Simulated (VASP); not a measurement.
Write the native input for VASP 6.6.1 that does the following.

```yaml
Task: single point
Functional: r2SCAN50
Potentials_or_basis: VASP PAW PBE potentials, release 64 (Cu)
Cutoff: 580 eV
k_mesh: 7 × 7 × 7
Occupations: fermi-dirac, width 0.05 eV
Spin: no spin polarisation
Dipole_correction: no
Grid_for_exact_exchange_PRECFOCK: Normal
Further_INCAR_settings: ALGO = Normal; EDIFF = 1e-06; NBANDS = 12
Share_of_exact_exchange: 0.5
```

Cu:

```xyz
1
Lattice="0.0000 1.8195 1.8195 1.8195 0.0000 1.8195 1.8195 1.8195 0.0000" Properties=species:S:1:pos:R:3 pbc="T T T"
Cu    0.0000    0.0000    0.0000
```

The input as run:

POSCAR

```
Cu
1.0
    0.0000000000      1.8194705475      1.8194705475
    1.8194705475      0.0000000000      1.8194705475
    1.8194705475      1.8194705475      0.0000000000
Cu
1
Direct
    0.0000000000      0.0000000000      0.0000000000
```

INCAR.step1

```
ALGO     = Normal         # electronic algorithm
EDIFF    = 1E-5           # SCF threshold, eV
ENCUT    = 580            # plane-wave cutoff, eV
GGA      = PE             # functional
GGA_COMPAT= False        
ISIF     = 2              # what is computed and relaxed
ISMEAR   = -1             # smearing method
LASPH    = True           # aspherical terms in the spheres
LCHARG   = False          # write CHGCAR
LREAL    = False          # projectors in reciprocal space
LWAVE    = True           # write WAVECAR
NBANDS   = 12             # bands
NELM     = 120            # most SCF steps
PREC     = Accurate       # precision mode
SIGMA    = 0.05           # smearing width, eV
```

INCAR.step2

```
AEXX     = 0.5            # exact-exchange fraction
ALGO     = Normal         # electronic algorithm
EDIFF    = 1E-6           # SCF threshold, eV
ENCUT    = 580            # plane-wave cutoff, eV
GGA_COMPAT= False        
ISIF     = 2              # what is computed and relaxed
ISMEAR   = -1             # smearing method
ISTART   = 1            
LASPH    = True           # aspherical terms in the spheres
LCHARG   = False          # write CHGCAR
LHFCALC  = True           # exact exchange
LMIXTAU  = True         
LREAL    = False          # projectors in reciprocal space
LWAVE    = False          # write WAVECAR
METAGGA  = R2SCAN         # meta-GGA
NBANDS   = 12             # bands
NELM     = 120            # most SCF steps
PREC     = Accurate       # precision mode
PRECFOCK = Normal       
SIGMA    = 0.05           # smearing width, eV
```

KPOINTS

```
k-points
0
Gamma
  7 7 7
```

Potentials or basis: VASP PAW PBE potentials, release 64 (Cu).

Run with:

```sh
$ cat potpaw_PBE.64/Cu/POTCAR > POTCAR
$ cp INCAR.step1 INCAR
$ mpirun -np 1 vasp_std > vasp.out
$ cp INCAR.step2 INCAR
$ mpirun -np 1 vasp_std > vasp.out
```

Results of the run:

- Pressure: -1.5 GPa
- Band gap on the k mesh: zero (an odd number of electrons rules out a gap without spin polarisation)

Caveat: the k points lie up to 0.43 Å⁻¹ apart, too coarse for converged energies and pressures of a metal; the PAW data sets were made with another functional, which shifts forces and pressure a little.

It took 9.1 min on 1 thread of Intel(R) Xeon(R) Platinum 8559C (Emerald Rapids), on a shared host, peak memory 0.13 GiB.
